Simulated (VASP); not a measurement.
# FeS2 (Pnnm) in VASP: further runs

Runs on FeS2. Level: PBE. Tasks: single point.

Program: VASP 6.6.1. These are calculated values, not measurements. Logs are shortened: lines on timing, memory, paths and dates and some standing lists are left out, and cuts for length are marked.

## (1) The cell of the first run

Symmetry: Pnnm, No. 58, orthorhombic system. The conventional cell has a = 4.373 Å, b = 5.341 Å, c = 3.345 Å, α = 90.00°, β = 90.00°, γ = 90.00°. Fe (site symmetry 2/m) has 6 S at 2.20 to 2.21 Å within 2.9 Å. S (site symmetry m) has 3 Fe at 2.20 to 2.21 Å and 10 S at 2.24 to 3.18 Å within 3.2 Å.

## (2) Single point, PBE (13.02 Å³/atom)

Input file INCAR:

```
SYSTEM = FeS2
PREC = Accurate
ENCUT = 600
EDIFF = 1E-6
ISMEAR = 0
SIGMA = 0.05
LREAL = .FALSE.
LASPH = .TRUE.
NELM = 120
ALGO = Normal
ISIF = 2
LWAVE = .FALSE.
LCHARG = .FALSE.
GGA = PE
NBANDS = 29
GGA_COMPAT = .FALSE.
```

Input file KPOINTS:

```
regular mesh
0
G
  6 4 8
  0 0 0
```

Input file POSCAR:

```
FeS2
1.0
    4.3730049643      0.0000000000      0.0000000000
    0.0000000000      5.3413815971      0.0000000000
    0.0000000000      0.0000000000      3.3451163298
Fe S
2 4
Direct
    0.0000000000      0.0000000000      0.0000000000
    0.5000000000      0.5000000000      0.5000000000
    0.2052343256      0.3752451761      0.0000000000
    0.2947656744      0.8752451761      0.5000000000
    0.7947656744      0.6247548239      0.0000000000
    0.7052343256      0.1247548239      0.5000000000
```

Potentials or basis: VASP PAW PBE potentials, release 64 (Fe, S).

Started as:

```bash
cat potpaw_PBE.64/Fe/POTCAR potpaw_PBE.64/S/POTCAR > POTCAR
mpirun -np 1 vasp_std > vasp.out
```

OUTCAR:

```text
SYSTEM = FeS2
   PREC = Accurate
   ENCUT = 600
   EDIFF = 1E-6
   ISMEAR = 0
   LREAL = .FALSE.
   LASPH = .TRUE.
   NELM = 120
   ISIF = 2
   GGA = PE

 ion  position               nearest neighbor table
   1  0.000  0.000  0.000-   3 2.20   5 2.20   4 2.21   6 2.21   4 2.21   6 2.21
   2  0.500  0.500  0.500-   4 2.20   6 2.20   5 2.21   3 2.21   3 2.21   5 2.21
   3  0.205  0.375  0.000-   1 2.20   2 2.21   2 2.21   5 2.24
   4  0.295  0.875  0.500-   2 2.20   1 2.21   1 2.21   6 2.24
   5  0.795  0.625  0.000-   1 2.20   2 2.21   2 2.21   3 2.24
   6  0.705  0.125  0.500-   2 2.20   1 2.21   1 2.21   4 2.24

  LATTYP: Found a simple orthorhombic cell.
 ALAT       =     3.3451163298
 B/A-ratio  =     1.3072803852
 C/A-ratio  =     1.5967700583

  Lattice vectors:

 A1 = (   0.0000000000,   0.0000000000,   3.3451163298)
 A2 = (   4.3730049643,   0.0000000000,   0.0000000000)
 A3 = (   0.0000000000,   5.3413815971,   0.0000000000)

Analysis of symmetry for initial positions (statically):
=====================================================================
 Subroutine PRICEL returns:
 Original cell was already a primitive cell.

 Routine SETGRP: Setting up the symmetry group for a
 simple orthorhombic supercell.

 Subroutine GETGRP returns: Found  8 space group operations
 (whereof  4 operations were pure point group operations)
 out of a pool of  8 trial point group operations.

The static configuration has the point symmetry C_2h.
 The point group associated with its full space group is D_2h.

Analysis of symmetry for dynamics (positions and initial velocities):
=====================================================================
 Subroutine PRICEL returns:
 Original cell was already a primitive cell.

 Routine SETGRP: Setting up the symmetry group for a
 simple orthorhombic supercell.

 Subroutine GETGRP returns: Found  8 space group operations
 (whereof  4 operations were pure point group operations)
 out of a pool of  8 trial point group operations.

The dynamic configuration has the point symmetry C_2h.
 The point group associated with its full space group is D_2h.

 Subroutine INISYM returns: Found  8 space group operations
 (whereof  4 operations are pure point group operations),
 and found     1 'primitive' translations

----------------------------------------------------------------------------------------

                                     Primitive cell

  volume of cell :      78.1349

  direct lattice vectors                    reciprocal lattice vectors
     4.373004964  0.000000000  0.000000000     0.228675707  0.000000000  0.000000000
     0.000000000  5.341381597  0.000000000     0.000000000  0.187217480  0.000000000
     0.000000000  0.000000000  3.345116330     0.000000000  0.000000000  0.298943266

  length of vectors
     4.373004964  5.341381597  3.345116330     0.228675707  0.187217480  0.298943266

  position of ions in fractional coordinates (direct lattice)
     0.000000000  0.000000000  0.000000000
     0.500000000  0.500000000  0.500000000
     0.205234326  0.375245176  0.000000000
     0.294765674  0.875245176  0.500000000
     0.794765674  0.624754824  0.000000000
     0.705234326  0.124754824  0.500000000

  ion indices of the primitive-cell ions
   primitive index   ion index
                 1           1
                 2           2
                 3           3
                 4           4
                 5           5
                 6           6

----------------------------------------------------------------------------------------

 KPOINTS: regular mesh

Automatic generation of k-mesh.
 Grid dimensions read from file:
 generate k-points for:    6    4    8

 Generating k-lattice:

  Cartesian coordinates                     Fractional coordinates (reciprocal lattice)
     0.038112618  0.000000000  0.000000000     0.166666667  0.000000000  0.000000000
     0.000000000  0.046804370  0.000000000     0.000000000  0.250000000  0.000000000
     0.000000000  0.000000000  0.037367908     0.000000000  0.000000000  0.125000000

  Length of vectors
     0.038112618  0.046804370  0.037367908

  Shift w.r.t. Gamma in fractional coordinates (k-lattice)
     0.000000000  0.000000000  0.000000000

 Subroutine IBZKPT returns following result:
 ===========================================

 Found     60 irreducible k-points:

 Following reciprocal coordinates:
            Coordinates               Weight
  0.000000  0.000000  0.000000      1.000000
  0.166667  0.000000  0.000000      2.000000
  0.333333  0.000000  0.000000      2.000000
  0.500000  0.000000  0.000000      1.000000
  0.000000  0.250000  0.000000      2.000000
  0.166667  0.250000  0.000000      4.000000
[... 16 lines left out ...]
  0.333333  0.500000  0.125000      4.000000
  0.500000  0.500000  0.125000      2.000000
 [... further k-points ...]
   k-points           NKPTS =     60   k-points in BZ     NKDIM =     60   number of bands    NBANDS=     29
   number of dos      NEDOS =    301   number of ions     NIONS =      6
   total plane-waves  NPLWV =  48384
   dimension x,y,z NGX =    36 NGY =   48 NGZ =   28
   dimension x,y,z NGXF=    72 NGYF=   96 NGZF=   56
   ions per type =               2   4
   NGX,Y,Z   is equivalent  to a cutoff of  13.69, 14.94, 13.92 a.u.
   NGXF,Y,Z  is equivalent  to a cutoff of  27.37, 29.88, 27.83 a.u.
 SYSTEM =  FeS2
   PREC   = accura    normal or accurate (medium, high low for compatibility)
   ISTART =      0    job   : 0-new  1-cont  2-samecut
   ICHARG =      2    charge: 1-file 2-atom 10-const
   ISPIN  =      1    spin polarized calculation?
   LNONCOLLINEAR =      F non collinear calculations
   LSORBIT =      F    spin-orbit coupling
   LASPH  =      T    aspherical Exc in radial PAW
   ENCUT  =  600.0 eV  44.10 Ry    6.64 a.u.   8.73 10.67  6.68*2*pi/ulx,y,z
   NELM   =    120;   NELMIN=  2; NELMDL= -5     # of ELM steps
   EDIFF  = 0.1E-05   stopping-criterion for ELM
   LREAL  =      F    real-space projection
   EDIFFG = 0.1E-04   stopping-criterion for IOM
   NSW    =      0    number of steps for IOM
   IBRION =     -1    ionic relax: 0-MD 1-quasi-New 2-CG
   NFREE  =      0    steps in history (QN), initial steepest desc. (CG)
   ISIF   =      2    stress and relaxation
   ISYM   =      2    0-nonsym 1-usesym 2-fastsym
   POTIM  = 0.5000    time-step for ionic-motion
   TEBEG  =    0.0;   TEEND  =   0.0 temperature during run
   PSTRESS=    0.0 pullay stress
   NELECT =      40.0000    total number of electrons
   NUPDOWN=      -1.0000    fix difference up-down
   EMIN   =  10.00;   EMAX   =-10.00  energy-range for DOS
   EFERMI =   0.00;   METHOD = LEGACY
   ISMEAR =     0;   SIGMA  =   0.05  broadening in eV -4-tet -1-fermi 0-gaus
   EFERMI_NEDOS =   21; number of points for ismear=-14 and -15
   IALGO  =     38    algorithm
   IMIX   =      4    mixing-type and parameters
     AMIX     =   0.40;   BMIX     =  1.00
     AMIX_MAG =   1.60;   BMIX_MAG =  1.00
  volume/ion in A,a.u.               =      13.02        87.88
  Fermi-wavevector in a.u.,A,eV,Ry     =   1.309624  2.474830 23.335550  1.715115
  Thomas-Fermi vector in A             =   2.440210
   LORBIT       =      0    0 simple, 1 ext, 2 COOP (PROOUT), +10 PAW based schemes
   GGA     = PE    functional components
   LHFCALC =     F    Hartree Fock is set to
   AEXX    =    0.0000 exact exchange contribution
   IVDW    =     0    specifies the selected vdW correction
   LEPSILON=     F    determine dielectric tensor
   LRPA    =     F    only Hartree local field effects (RPA)
 non-spin polarized calculation
 Gauss-broadening in eV      SIGMA  =   0.05
  energy-cutoff  :      600.00
  volume of cell :       78.13
 maximum number of plane-waves:      2642
 NGX is ok and might be reduce to    36
   NGX = 17   NGY = 21   NGZ = 13

 number of electron      39.9999988 magnetization

 Free energy of the ion-electron system (eV)
  ---------------------------------------------------
  ext. energy  EPLUGINS =         0.00000000
  ---------------------------------------------------
  free energy    TOTEN  =       -36.03716996 eV

  energy without entropy =      -36.03716996  energy(sigma->0) =      -36.03716996

 E-fermi :   8.4805     XC(G=0): -11.9268

 val. band max:        8.2584075732   @ k =   0.1667   0.0000   0.2500
 cond. band min:       9.2516193228   @ k =   0.0000   0.5000   0.5000
 fundamental gap:      0.9932117496
 Fermi energy:         8.4805078884

 k-point     1 :       0.0000    0.0000    0.0000
  band No.  band energies     occupation
      1      -8.7710      2.00000
      2      -6.2454      2.00000
      3      -4.3733      2.00000
      4      -3.5414      2.00000
      5       0.3929      2.00000
      6       1.9854      2.00000
[... 21 lines left out ...]
     28      14.0889      0.00000
     29      15.9045      0.00000

 k-point     2 :       0.1667    0.0000    0.0000
  band No.  band energies     occupation
      1      -8.5934      2.00000
      2      -6.2270      2.00000
      3      -4.3925      2.00000
      4      -4.1448      2.00000
      5       1.2039      2.00000
      6       1.4330      2.00000
[... 21 lines left out ...]
     28      14.4759      0.00000
     29      15.0998      0.00000

 k-point     3 :       0.3333    0.0000    0.0000
  band No.  band energies     occupation
      1      -8.0753      2.00000
      2      -6.4764      2.00000
      3      -4.8222      2.00000
      4      -4.5052      2.00000
      5       0.5491      2.00000
      6       0.8062      2.00000
[... 21 lines left out ...]
     28      13.9863      0.00000
     29      15.1052      0.00000

 k-point     4 :       0.5000    0.0000    0.0000
  band No.  band energies     occupation
      1      -7.2820      2.00000
      2      -7.2820      2.00000
      3      -4.7485      2.00000
      4      -4.7485      2.00000
      5       0.3733      2.00000
      6       0.3733      2.00000
[... 597 lines left out ...]
     28      15.2908      0.00000
     29      16.3204      0.00000

 k-point    23 :       0.3333    0.5000    0.1250
  band No.  band energies     occupation
      1      -7.1378      2.00000
      2      -7.1378      2.00000
      3      -4.9088      2.00000
      4      -4.9088      2.00000
      5       1.4466      2.00000
      6       1.4466      2.00000
[... 21 lines left out ...]
     28      14.8805      0.00000
     29      16.2319      0.00000

 k-point    24 :       0.5000    0.5000    0.1250
  band No.  band energies     occupation
      1      -6.8034      2.00000
      2      -6.8034      2.00000
      3      -5.4283      2.00000
      4      -5.4283      2.00000
      5       1.7493      2.00000
      6       1.7493      2.00000
[... 21 lines left out ...]
     28      14.6645      0.00000
     29      16.1738      0.00000

 [... further k-points ...]

------------------------ aborting loop because EDIFF is reached ----------------------------------------

  FORCE on cell =-STRESS in cart. coord.  units (eV):
  Direction    XX          YY          ZZ          XY          YZ          ZX
  --------------------------------------------------------------------------------------
  -------------------------------------------------------------------------------------
  Total        3.2850070      3.3742482      3.4192312     -0.0000000      0.0000000      0.0000000
  in kB       67.3600005     69.1899173     70.1123050     -0.0000000      0.0000000      0.0000000
  external PRESSURE =      68.8874076 kB  Pullay stress =       0.0000000 kB

 VOLUME and BASIS-vectors are now :
 -----------------------------------------------------------------------------
  energy-cutoff  :      600.00
  volume of cell :       78.13
      direct lattice vectors                 reciprocal lattice vectors
     4.373004964  0.000000000  0.000000000     0.228675707  0.000000000  0.000000000
     0.000000000  5.341381597  0.000000000     0.000000000  0.187217480  0.000000000
     0.000000000  0.000000000  3.345116330     0.000000000  0.000000000  0.298943266

 POSITION                                       TOTAL-FORCE (eV/Angst)
 -----------------------------------------------------------------------------------
      0.00000      0.00000      0.00000         0.000000      0.000000      0.000000
      2.18650      2.67069      1.67256         0.000000      0.000000      0.000000
      0.89749      2.00433      0.00000        -0.063113      0.037802      0.000000
      1.28901      4.67502      1.67256         0.063113      0.037802     -0.000000
      3.47551      3.33705      0.00000         0.063113     -0.037802      0.000000
      3.08399      0.66636      1.67256        -0.063113     -0.037802      0.000000
 -----------------------------------------------------------------------------------
    total drift:                               -0.000000      0.000000      0.000000

  FREE ENERGIE OF THE ION-ELECTRON SYSTEM (eV)
  ---------------------------------------------------
  free  energy   TOTEN  =       -36.0371699631 eV

  energy  without entropy=      -36.0371699630  energy(sigma->0) =      -36.03716996
```

It took 69 s on 1 thread of Intel Xeon 6975P-C (Granite Rapids), shared host; peak memory 0.29 GiB.

Results:

* Free energy: -36.0372 eV
* Pressure: 6.9 GPa
* Largest force: 0.074 eV/Å
* Band gap on the k mesh: 0.99 eV (least direct gap 1.32 eV)

Forces on the atoms (eV/Å):
```
Fe   0.000  0.000  0.000
Fe   0.000  0.000  0.000
S   -0.063  0.038  0.000
S    0.063  0.038  0.000
S    0.063 -0.038  0.000
S   -0.063 -0.038  0.000
```

Stress tensor (GPa, compression positive):
```
6.74 0.00 0.00
0.00 6.92 0.00
0.00 0.00 7.01
```

Levels at points of the mesh, in eV from the valence-band top:
| k point | band 17 | band 18 | band 19 | band 20 | band 21 | band 22 | band 23 | band 24 |
| --- | --- | --- | --- | --- | --- | --- | --- | --- |
| (0.00, 0.00, 0.00) | -1.00 | -0.81 | -0.80 | -0.48 | 1.19 | 1.54 | 2.89 | 3.27 |
| (0.50, 0.00, 0.00) | -0.70 | -0.70 | -0.09 | -0.09 | 1.96 | 1.96 | 1.98 | 1.98 |
| (0.00, 0.50, 0.00) | -0.86 | -0.86 | -0.34 | -0.34 | 1.20 | 1.20 | 2.60 | 2.60 |
| (0.50, 0.50, 0.00) | -1.19 | -1.19 | -0.97 | -0.97 | 1.53 | 1.53 | 2.13 | 2.13 |
| (0.00, 0.00, 0.50) | -0.95 | -0.95 | -0.45 | -0.45 | 1.65 | 1.65 | 1.83 | 1.83 |
| (0.50, 0.00, 0.50) | -0.80 | -0.80 | -0.37 | -0.37 | 1.63 | 1.63 | 2.04 | 2.04 |
| (0.00, 0.50, 0.50) | -1.53 | -1.53 | -0.41 | -0.41 | 0.99 | 0.99 | 2.36 | 2.36 |
| (0.50, 0.50, 0.50) | -0.63 | -0.63 | -0.39 | -0.39 | 1.70 | 1.70 | 2.25 | 2.25 |

Caveat: the cell stands under pressure. A k mesh can miss the band edges.

[end of part 1 of 2]
